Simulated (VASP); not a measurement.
**Cr: single point with PBE**

Crystal: Cr.

```
Cr
1.0
     2.51713    0.00000    0.00000
    -1.25856    2.17990    0.00000
     0.00000    0.00000    2.23817
Cr
1
Direct
  0.00000 0.00000 0.00000
```

This isn't the form of Cr at room conditions, which is bcc.

```json
{"Program": "VASP 6.6.1", "Task": "single point", "Functional": "PBE", "Potentials or basis": "VASP PAW PBE potentials, release 64 (Cr_pv)", "Cutoff": "520 eV", "k mesh": "27 × 27 × 24", "Occupations": "gaussian, width 0.1 eV", "Spin": "no spin polarisation"}
```

* Pressure: -0.2 GPa
* Band gap on the k mesh: zero (bands 6 and 7 overlap by 1.08 eV)

Stress tensor (GPa, compression positive):
```
-0.32  0.00  0.00
 0.00 -0.32  0.00
 0.00  0.00 -0.03
```

Levels at points of the mesh, in eV from the Fermi level:
```csv
k point,band 2,band 3,band 4,band 5,band 6,band 7,band 8,band 9,band 10,band 11
"(0.00, 0.00, 0.00)",-42.56,-42.30,-7.51,-3.27,-0.58,-0.58,2.70,2.70,7.55,18.78
"(0.00, 0.00, 0.50)",-42.41,-42.41,-2.86,-0.23,0.13,0.13,0.27,0.27,7.55,8.49
```

It took 110 s on 1 thread of Intel(R) Xeon(R) Platinum 8488C (Sapphire Rapids), on a shared host, peak memory 0.24 GiB.

Caveat: the run has no spin polarisation, though such a crystal can be magnetic. Spin polarisation is off, so any magnetic state and its effect on volume and gap are missing.
